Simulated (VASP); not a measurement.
# In7GaAs8 (P1) in VASP: notebook, part 2 of 2

VASP 6.6.1. Earlier steps stand in the parts before.

**3. Relaxation of volume and atoms at fixed shape, PBEsol**

The input, INCAR:

```
PREC = Accurate
ENCUT = 500
EDIFF = 1E-7
ISMEAR = -1
SIGMA = 0.05
LREAL = Auto
LASPH = True
NELM = 120
ALGO = Normal
ISIF = 8
LWAVE = False
LCHARG = False
GGA = PS
IBRION = 2
NSW = 100
EDIFFG = -0.03
ISYM = -1
GGA_COMPAT = False
NELMIN = 4
KPAR = 1
```

The input, KPOINTS:

```
explicit points
1
Reciprocal
  0.25000000   0.25000000   0.25000000 1
```

The input, POSCAR:

```
In7GaAs8
1.0
   12.0721140000      0.0000000000      0.0000000000
    0.0000000000     12.0721140000      0.0000000000
    0.0000000000      0.0000000000     12.0721140000
Ga In As
4 28 32
Direct
    0.9996950000      0.9964910000      0.9985400000
    0.0016340000      0.4995680000      0.4994550000
    0.4999160000      0.5003540000      0.9991400000
    0.0003380000      0.2492120000      0.7486710000
    0.9994910000      0.9973550000      0.5001890000
    0.0010750000      0.5006570000      0.0003100000
    0.4981070000      0.9983400000      0.0005230000
    0.4977380000      0.0011720000      0.5021170000
    0.5025590000      0.5005010000      0.4958280000
    0.2510770000      0.2488490000      0.9989590000
    0.2495750000      0.2495530000      0.4999620000
    0.2519630000      0.7495120000      0.9985780000
    0.2473690000      0.7492720000      0.5001520000
    0.7493770000      0.2490200000      0.9997450000
    0.7479360000      0.2509910000      0.5009480000
    0.7458700000      0.7494290000      0.0003120000
    0.7515630000      0.7490120000      0.4987080000
    0.2498610000      0.0001620000      0.2500830000
    0.2525270000      0.9999170000      0.7506880000
    0.2480860000      0.5001800000      0.2486420000
    0.2483600000      0.5004040000      0.7524230000
    0.7462670000      0.9993760000      0.2518150000
    0.7466490000      0.9972970000      0.7486980000
    0.7448350000      0.4991760000      0.2491100000
    0.7498980000      0.5003940000      0.7531810000
    0.9989640000      0.2512690000      0.2503060000
    0.9989490000      0.7466320000      0.2505360000
    0.9988050000      0.7478980000      0.7497610000
    0.4997970000      0.2527730000      0.2507790000
    0.4994010000      0.2480720000      0.7481940000
    0.5034850000      0.7501370000      0.2476190000
    0.5004320000      0.7505910000      0.7497090000
    0.1255290000      0.1258490000      0.1210130000
    0.1265980000      0.1210200000      0.6265420000
    0.1257830000      0.6271970000      0.1271410000
    0.1275320000      0.6246900000      0.6256680000
    0.6264000000      0.1264570000      0.1241670000
    0.6289590000      0.1219160000      0.6257970000
    0.6241300000      0.6264270000      0.1252610000
    0.6219760000      0.6224660000      0.6231280000
    0.3768010000      0.3739880000      0.1249340000
    0.3756150000      0.3752380000      0.6240230000
    0.3740900000      0.8738740000      0.1243160000
    0.3745910000      0.8752990000      0.6224690000
    0.8756870000      0.3758070000      0.1229570000
    0.8755920000      0.3762740000      0.6264660000
    0.8754280000      0.8757800000      0.1272110000
    0.8752650000      0.8767330000      0.6219960000
    0.3739510000      0.1251780000      0.3737620000
    0.3720780000      0.1261250000      0.8772520000
    0.3731200000      0.6239240000      0.3749590000
    0.3732420000      0.6256470000      0.8745920000
    0.8755730000      0.1263180000      0.3753920000
    0.8748620000      0.1251230000      0.8771150000
    0.8778430000      0.6245840000      0.3784120000
    0.8773300000      0.6264180000      0.8763830000
    0.1267180000      0.3751060000      0.3747150000
    0.1249430000      0.3759790000      0.8738380000
    0.1240030000      0.8737340000      0.3736240000
    0.1271820000      0.8752980000      0.8759840000
    0.6232960000      0.3766660000      0.3748640000
    0.6273220000      0.3750390000      0.8718660000
    0.6252710000      0.8755770000      0.3761930000
    0.6241210000      0.8741770000      0.8766860000
```

Potentials or basis: VASP PAW PBE potentials, release 64 (Ga_d, In_d, As).

Started as:

```
cat potpaw_PBE.64/Ga_d/POTCAR potpaw_PBE.64/In_d/POTCAR potpaw_PBE.64/As/POTCAR > POTCAR
mpirun -np 4 vasp_std > vasp.out
```

OUTCAR:

```text
PREC = Accurate
   ENCUT = 500
   EDIFF = 1E-7
   ISMEAR = -1
   LREAL = Auto
   LASPH = True
   NELM = 120
   ISIF = 8
   GGA = PS
   IBRION = 2
   NSW = 100
   EDIFFG = -0.03
   ISYM = -1
   NELMIN = 4

 ion  position               nearest neighbor table
   1  1.000  0.996  0.999-  60 2.59  47 2.61  54 2.61  33 2.63
   2  0.002  0.500  0.499-  55 2.58  57 2.61  46 2.62  36 2.63
   3  0.500  0.500  0.999-  41 2.62  39 2.62  52 2.62  62 2.65
   4  0.000  0.249  0.749-  46 2.61  58 2.62  34 2.63  54 2.63
   5  0.999  0.997  0.500-  48 2.56  59 2.61  34 2.63  53 2.63
   6  0.001  0.501  0.000-  45 2.60  56 2.60  58 2.61  35 2.64
[... 56 lines left out ...]
  63  0.625  0.876  0.376-  22 2.57  17 2.62  31 2.62   8 2.64
  64  0.624  0.874  0.877-  16 2.58  23 2.60   7 2.61  32 2.61

IMPORTANT INFORMATION: All symmetrisations will be switched off!
NOSYMM: (Re-)initialisation of all symmetry stuff for point group C_1.

----------------------------------------------------------------------------------------

                                     Primitive cell

  volume of cell :    1759.3408

  direct lattice vectors                    reciprocal lattice vectors
    12.072114000  0.000000000  0.000000000     0.082835533  0.000000000  0.000000000
     0.000000000 12.072114000  0.000000000     0.000000000  0.082835533  0.000000000
     0.000000000  0.000000000 12.072114000     0.000000000  0.000000000  0.082835533

  length of vectors
    12.072114000 12.072114000 12.072114000     0.082835533  0.082835533  0.082835533

  position of ions in fractional coordinates (direct lattice)
     0.999695000  0.996491000  0.998540000
     0.001634000  0.499568000  0.499455000
     0.499916000  0.500354000  0.999140000
     0.000338000  0.249212000  0.748671000
     0.999491000  0.997355000  0.500189000
     0.001075000  0.500657000  0.000310000
[... 56 lines left out ...]
     0.625271000  0.875577000  0.376193000
     0.624121000  0.874177000  0.876686000

  ion indices of the primitive-cell ions
   primitive index   ion index
                 1           1
                 2           2
                 3           3
                 4           4
                 5           5
                 6           6
[... 56 lines left out ...]
                63          63
                64          64

----------------------------------------------------------------------------------------

 KPOINTS: explicit points

Read explicit list of k-points.

 Found      1 k-points:

 Following reciprocal coordinates:
            Coordinates               Weight
  0.250000  0.250000  0.250000      1.000000
   k-points           NKPTS =      1   k-points in BZ     NKDIM =      1   number of bands    NBANDS=    348
   number of dos      NEDOS =    301   number of ions     NIONS =     64
   total plane-waves  NPLWV = 729000
   dimension x,y,z NGX =    90 NGY =   90 NGZ =   90
   dimension x,y,z NGXF=   180 NGYF=  180 NGZF=  180
   ions per type =               4  28  32
   NGX,Y,Z   is equivalent  to a cutoff of  12.39, 12.39, 12.39 a.u.
   NGXF,Y,Z  is equivalent  to a cutoff of  24.79, 24.79, 24.79 a.u.
 SYSTEM =  unknown system
   PREC   = accura    normal or accurate (medium, high low for compatibility)
   ISTART =      0    job   : 0-new  1-cont  2-samecut
   ICHARG =      2    charge: 1-file 2-atom 10-const
   ISPIN  =      1    spin polarized calculation?
   LNONCOLLINEAR =      F non collinear calculations
   LSORBIT =      F    spin-orbit coupling
   LASPH  =      T    aspherical Exc in radial PAW
   ENCUT  =  500.0 eV  36.75 Ry    6.06 a.u.  22.01 22.01 22.01*2*pi/ulx,y,z
   NELM   =    120;   NELMIN=  4; NELMDL= -5     # of ELM steps
   EDIFF  = 0.1E-06   stopping-criterion for ELM
   LREAL  =      T    real-space projection
   EDIFFG = -.3E-01   stopping-criterion for IOM
   NSW    =    100    number of steps for IOM
   IBRION =      2    ionic relax: 0-MD 1-quasi-New 2-CG
   NFREE  =      1    steps in history (QN), initial steepest desc. (CG)
   ISIF   =      8    stress and relaxation
   ISYM   =     -1    0-nonsym 1-usesym 2-fastsym
   POTIM  = 0.5000    time-step for ionic-motion
   TEBEG  =    0.0;   TEEND  =   0.0 temperature during run
   PSTRESS=    0.0 pullay stress
   NELECT =     576.0000    total number of electrons
   NUPDOWN=      -1.0000    fix difference up-down
   EMIN   =  10.00;   EMAX   =-10.00  energy-range for DOS
   EFERMI =   0.00;   METHOD = LEGACY
   ISMEAR =    -1;   SIGMA  =   0.05  broadening in eV -4-tet -1-fermi 0-gaus
   EFERMI_NEDOS =   21; number of points for ismear=-14 and -15
   IALGO  =     38    algorithm
   IMIX   =      4    mixing-type and parameters
     AMIX     =   0.40;   BMIX     =  1.00
     AMIX_MAG =   1.60;   BMIX_MAG =  1.00
  volume/ion in A,a.u.               =      27.49       185.51
  Fermi-wavevector in a.u.,A,eV,Ry     =   1.128320  2.132216 17.321663  1.273106
  Thomas-Fermi vector in A             =   2.265010
   LORBIT       =      0    0 simple, 1 ext, 2 COOP (PROOUT), +10 PAW based schemes
   GGA     = PS    functional components
   LHFCALC =     F    Hartree Fock is set to
   AEXX    =    0.0000 exact exchange contribution
   IVDW    =     0    specifies the selected vdW correction
   LEPSILON=     F    determine dielectric tensor
   LRPA    =     F    only Hartree local field effects (RPA)
 conjugate gradient relaxation of ions
 non-spin polarized calculation
  energy-cutoff  :      500.00
  volume of cell :     1759.34
 maximum number of plane-waves:     44689
 NGX is ok and might be reduce to    90
   NGX = 45   NGY = 45   NGZ = 45

--------------------------------------- Ionic step        1  -------------------------------------------

 number of electron     576.0000063 magnetization

 Free energy of the ion-electron system (eV)
  ---------------------------------------------------
  ext. energy  EPLUGINS =         0.00000000
  ---------------------------------------------------
  free energy    TOTEN  =      -272.16473597 eV

  energy without entropy =     -272.16457955  energy(sigma->0) =     -272.16465776

------------------------ aborting loop because EDIFF is reached ----------------------------------------

  FORCE on cell =-STRESS in cart. coord.  units (eV):
  Direction    XX          YY          ZZ          XY          YZ          ZX
  --------------------------------------------------------------------------------------
  -------------------------------------------------------------------------------------
  Total        4.0268507      4.3445358      4.4761787     -5.9134946     -8.5428168     -7.9450058
  in kB        3.6671285      3.9564345      4.0763176     -5.3852368     -7.7796792     -7.2352712
  external PRESSURE =       3.8999602 kB  Pullay stress =       0.0000000 kB
[... 275 lines left out ...]
  FREE ENERGIE OF THE ION-ELECTRON SYSTEM (eV)
  ---------------------------------------------------
  free  energy   TOTEN  =      -273.1386065520 eV

  energy  without entropy=     -273.1384011486  energy(sigma->0) =     -273.13850385

[... ionic steps 4 to 11 ...]

--------------------------------------- Ionic step       12  -------------------------------------------

 number of electron     575.9999986 magnetization

------------------------ aborting loop because EDIFF is reached ----------------------------------------

  FORCE on cell =-STRESS in cart. coord.  units (eV):
  Direction    XX          YY          ZZ          XY          YZ          ZX
  --------------------------------------------------------------------------------------
  -------------------------------------------------------------------------------------
  Total       -0.4962150     -0.7318936     -0.7549699     -5.4915099     -5.3603719     -5.4465716
  in kB       -0.4512478     -0.6655692     -0.6865543     -4.9938673     -4.8746132     -4.9530014
  external PRESSURE =      -0.6011238 kB  Pullay stress =       0.0000000 kB
[... 181 lines left out ...]
  energy  without entropy=     -273.4681512812  energy(sigma->0) =     -273.46825138

--------------------------------------- Ionic step       14  -------------------------------------------

 number of electron     575.9999985 magnetization

 Free energy of the ion-electron system (eV)
  ---------------------------------------------------
  ext. energy  EPLUGINS =         0.00000000
  ---------------------------------------------------
  free energy    TOTEN  =      -273.46997735 eV

  energy without entropy =     -273.46977849  energy(sigma->0) =     -273.46987792

 E-fermi :   4.4583     XC(G=0):  -9.2584

 val. band max:        3.9630182609   @ k =   0.2500   0.2500   0.2500
 cond. band min:       4.9222138355   @ k =   0.2500   0.2500   0.2500
 fundamental gap:      0.9591955746
 Fermi energy:         4.4582646420

 k-point     1 :       0.2500    0.2500    0.2500
  band No.  band energies     occupation
      1     -10.6829      2.00000
      2     -10.6815      2.00000
      3     -10.6737      2.00000
      4     -10.6724      2.00000
      5     -10.6678      2.00000
      6     -10.6674      2.00000
[... 292 lines left out ...]
    299       6.0292      0.00000
    300       6.2242      0.00000
 [bands above 300 left out]

------------------------ aborting loop because EDIFF is reached ----------------------------------------

  FORCE on cell =-STRESS in cart. coord.  units (eV):
  Direction    XX          YY          ZZ          XY          YZ          ZX
  --------------------------------------------------------------------------------------
  -------------------------------------------------------------------------------------
  Total       -0.0078117     -0.2323833     -0.2507302     -5.5090776     -5.4526566     -5.5074735
  in kB       -0.0071096     -0.2114951     -0.2281928     -5.0138835     -4.9625340     -5.0124237
  external PRESSURE =      -0.1489325 kB  Pullay stress =       0.0000000 kB
[... 79 lines left out ...]
  FREE ENERGIE OF THE ION-ELECTRON SYSTEM (eV)
  ---------------------------------------------------
  free  energy   TOTEN  =      -273.4699773500 eV

  energy  without entropy=     -273.4697784867  energy(sigma->0) =     -273.46987792

 reached required accuracy - stopping structural energy minimisation
```

Run time: 39 min. Hardware: 4 MPI ranks of Intel Xeon Platinum 8559C (Emerald Rapids), shared host; peak memory 0.64 GiB.

What came out:

```
Free energy                           : -273.4700 eV
Relaxed volume                        : 27.51 Å³/atom
Relaxed cell                          : a = 12.075 Å, b = 12.075 Å, c = 12.075 Å, α = 90.00°, β = 90.00°, γ = 90.00°
Space group after relaxing (to 0.1 Å) : Cm (No. 8)
Energy gained by relaxing             : 20.4 meV/atom
Ionic steps                           : 14
Pressure after relaxing               : 0.0 GPa
Largest force after relaxing          : 0.020 eV/Å
Band gap on the k mesh                : 0.96 eV
```

Forces on the atoms (eV/Å):
```
Ga   0.004  0.001 -0.003
Ga  -0.009  0.007 -0.011
Ga  -0.012  0.008  0.012
Ga  -0.001  0.003 -0.008
In  -0.003  0.006  0.005
In  -0.006 -0.008 -0.009
In   0.011 -0.008 -0.008
In  -0.001 -0.006 -0.002
In   0.012 -0.003  0.005
In   0.006 -0.006  0.005
In   0.003  0.002 -0.010
In   0.007  0.002  0.005
In   0.010  0.005  0.013
In  -0.009  0.006  0.001
In  -0.003 -0.007  0.005
In  -0.012  0.005  0.000
In  -0.001  0.000 -0.016
In   0.009  0.001  0.002
In   0.000 -0.006 -0.002
In   0.006  0.004  0.005
In   0.003  0.010 -0.008
In   0.003 -0.018 -0.009
In  -0.003  0.013 -0.007
In  -0.008  0.014  0.009
In  -0.009 -0.005  0.000
In   0.014 -0.003  0.006
In   0.003  0.010  0.005
In   0.009  0.001 -0.006
In  -0.011 -0.005  0.003
In   0.013  0.000  0.010
In   0.007 -0.002 -0.003
In  -0.013  0.005  0.009
As   0.005 -0.008  0.008
As   0.009  0.007 -0.006
As  -0.006 -0.014 -0.010
As  -0.002  0.010 -0.003
As  -0.002 -0.006  0.008
As  -0.017 -0.004 -0.008
As   0.002 -0.008 -0.007
As  -0.003  0.009 -0.004
As  -0.005  0.001  0.009
As   0.004 -0.003 -0.003
As  -0.003  0.003  0.002
As   0.002 -0.002  0.004
As   0.002 -0.003  0.005
As  -0.008 -0.002 -0.005
As   0.002  0.001  0.000
As  -0.014 -0.005  0.002
As   0.005 -0.003  0.003
As   0.003 -0.004 -0.009
As   0.003  0.003  0.011
As  -0.006  0.006  0.005
As  -0.009 -0.011 -0.007
As  -0.001  0.003  0.002
As   0.002  0.011  0.001
As  -0.004 -0.008  0.000
As   0.002  0.002 -0.007
As   0.007  0.004  0.004
As   0.012  0.000  0.007
As   0.001 -0.004  0.004
As  -0.005 -0.006  0.004
As  -0.004 -0.002  0.004
As   0.008  0.002 -0.003
As   0.003  0.002 -0.010
```

The path:
```tsv
step	energy change (eV)	largest force (eV/Å)	pressure (GPa)	volume (Å³)
1	0.0000	1.2484	0.39	1759.34
2	-0.7980	0.6918	-0.35	1776.43
3	-0.9739	0.4228	-0.81	1789.04
4	-1.1719	0.2927	0.28	1752.96
5	-1.1724	0.2935	0.34	1751.03
6	-1.2537	0.1550	0.10	1757.31
7	-1.2651	0.1799	-0.02	1760.66
8	-1.2868	0.1113	-0.03	1760.89
9	-1.2955	0.0688	-0.04	1761.15
10	-1.3010	0.0402	0.05	1758.49
11	-1.3014	0.0407	0.08	1757.45
12	-1.3035	0.0356	-0.06	1761.84
13	-1.3036	0.0340	-0.04	1761.11
14	-1.3052	0.0205	-0.01	1760.42
```

Final structure:
```cif
data_structure
_symmetry_space_group_name_H-M 'P 1'
_symmetry_Int_Tables_number 1
_cell_length_a 12.0746
_cell_length_b 12.0746
_cell_length_c 12.0746
_cell_angle_alpha 90.000
_cell_angle_beta 90.000
_cell_angle_gamma 90.000
_cell_volume 1760.42
loop_
_atom_site_label
_atom_site_type_symbol
_atom_site_fract_x
_atom_site_fract_y
_atom_site_fract_z
_atom_site_occupancy
Ga1 Ga 0.99975 0.00151 0.99709 1
Ga2 Ga 0.00041 0.49637 0.50233 1
Ga3 Ga 0.49967 0.49907 0.99872 1
Ga4 Ga 0.00016 0.24897 0.74986 1
In1 In 0.00018 0.00218 0.50198 1
In2 In 0.00044 0.49764 0.99739 1
In3 In 0.49972 0.00050 0.00017 1
In4 In 0.49932 0.00048 0.50013 1
In5 In 0.49973 0.49998 0.49949 1
In6 In 0.24745 0.25032 0.99801 1
In7 In 0.24558 0.25190 0.50219 1
In8 In 0.25005 0.74960 0.99980 1
In9 In 0.24708 0.74772 0.50001 1
In10 In 0.75235 0.24990 0.99726 1
In11 In 0.75446 0.25292 0.50315 1
In12 In 0.74988 0.75007 0.00097 1
In13 In 0.75244 0.74708 0.49993 1
In14 In 0.24692 0.00055 0.24750 1
In15 In 0.24600 0.00171 0.75257 1
In16 In 0.24981 0.49969 0.24957 1
In17 In 0.24787 0.49767 0.75020 1
In18 In 0.75202 0.00032 0.24829 1
In19 In 0.75413 0.00161 0.75274 1
In20 In 0.74999 0.50008 0.24971 1
In21 In 0.75262 0.49799 0.75063 1
In22 In 0.00007 0.25000 0.24955 1
In23 In 0.99896 0.74945 0.25003 1
In24 In 0.00052 0.74972 0.74972 1
In25 In 0.49961 0.25219 0.24781 1
In26 In 0.50084 0.25193 0.75161 1
In27 In 0.50060 0.74808 0.24774 1
In28 In 0.49982 0.74781 0.75140 1
As1 As 0.11808 0.12023 0.11792 1
As2 As 0.11855 0.13095 0.63171 1
As3 As 0.12407 0.62384 0.12378 1
As4 As 0.11872 0.61793 0.62017 1
As5 As 0.62598 0.12563 0.12367 1
As6 As 0.62727 0.12625 0.62673 1
As7 As 0.61962 0.61822 0.11846 1
As8 As 0.62595 0.62309 0.62530 1
As9 As 0.37846 0.38040 0.11762 1
As10 As 0.37501 0.37481 0.62487 1
As11 As 0.37474 0.87508 0.12502 1
As12 As 0.37157 0.87408 0.62659 1
As13 As 0.87506 0.37507 0.12441 1
As14 As 0.88750 0.37424 0.62804 1
As15 As 0.88096 0.88089 0.11817 1
As16 As 0.87521 0.87483 0.62485 1
As17 As 0.37150 0.12696 0.37386 1
As18 As 0.37492 0.12552 0.87492 1
As19 As 0.37468 0.62514 0.37450 1
As20 As 0.37858 0.61789 0.88002 1
As21 As 0.87505 0.12562 0.37539 1
As22 As 0.88704 0.12670 0.87415 1
As23 As 0.88134 0.61674 0.38090 1
As24 As 0.87527 0.62547 0.87539 1
As25 As 0.11918 0.38034 0.37936 1
As26 As 0.11794 0.36769 0.86768 1
As27 As 0.12380 0.87587 0.37559 1
As28 As 0.11909 0.87919 0.88077 1
As29 As 0.62609 0.37441 0.37594 1
As30 As 0.62084 0.38057 0.88043 1
As31 As 0.62645 0.87317 0.37368 1
As32 As 0.62547 0.87565 0.87496 1
```

Levels at points of the mesh, in eV from the valence-band top:
| k point | band 285 | band 286 | band 287 | band 288 | band 289 | band 290 | band 291 | band 292 |
| --- | --- | --- | --- | --- | --- | --- | --- | --- |
| (0.25, 0.25, 0.25) | -0.42 | -0.40 | -0.01 | 0.00 | 0.96 | 1.27 | 1.81 | 1.85 |

Caveat: the PAW data sets were made with another functional, which shifts forces and pressure a little; spin-orbit coupling is left out, which moves the levels of the heavy elements; a shifted mesh leaves out Γ, where band edges can lie. A k mesh can miss the band edges.
